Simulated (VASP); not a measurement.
WS2: single point with r2SCAN

Crystal: WS2.

```xyz
3
Lattice="1.5275 0.8819 6.5479 -1.5275 0.8819 6.5479 0.0000 -1.7638 6.5479" Properties=species:S:1:pos:R:3 pbc="T T T"
W     0.0000    0.0000   19.6303
S     0.0000    0.0000   14.6414
S     0.0000    0.0000   11.5233
```

This cell differs from its parent crystal: strain -0.040 along x and y, +0.000 along z.

```yaml
Program: VASP 6.6.1
Task: single point
Functional: r2SCAN
Potentials_or_basis: VASP PAW PBE potentials, release 64 (W_sv, S)
Cutoff: 520 eV
k_mesh: 12 × 12 × 12
Occupations: gaussian, width 0.05 eV
Spin: no spin polarisation
```

The pressure is 15.2 GPa. The largest force is 1.058 eV/Å. The band gap on the k mesh is 1.58 eV (least direct gap 2.45 eV).

Forces on the atoms (eV/Å):
```
W    0.000  0.000  0.000
S    0.000  0.000  1.058
S    0.000  0.000 -1.058
```

Stress tensor (GPa, compression positive):
```
17.72  0.00  0.00
 0.00 17.72  0.00
 0.00  0.00 10.19
```

Levels at points of the mesh, in eV from the valence-band top:
```tsv
k point	band 10	band 11	band 12	band 13	band 14	band 15	band 16	band 17
(0.00, 0.00, 0.00)	-2.01	-1.86	-1.86	-1.10	3.16	3.16	3.36	3.36
(0.50, 0.00, 0.00)	-4.01	-2.64	-1.45	-1.40	3.36	3.47	4.53	5.03
(0.50, 0.50, 0.00)	-3.98	-3.02	-1.48	-1.29	3.34	3.69	4.14	5.29
(0.50, 0.50, 0.50)	-3.31	-1.85	-1.85	0.00	3.20	3.20	3.30	3.30
```

Wall time 45 min on 1 thread of Intel(R) Xeon(R) Platinum 8259CL CPU @ 2.50GHz (Skylake/Cascade Lake) (shared host), peak memory 0.5 GiB.

Caveat: the cell differs from its parent crystal (strain -0.040 along x and y, +0.000 along z); the cell stands under pressure; the PAW data sets were made with another functional, which shifts forces and pressure a little; spin-orbit coupling is left out, which moves the levels of the heavy elements. A k mesh can miss the band edges.
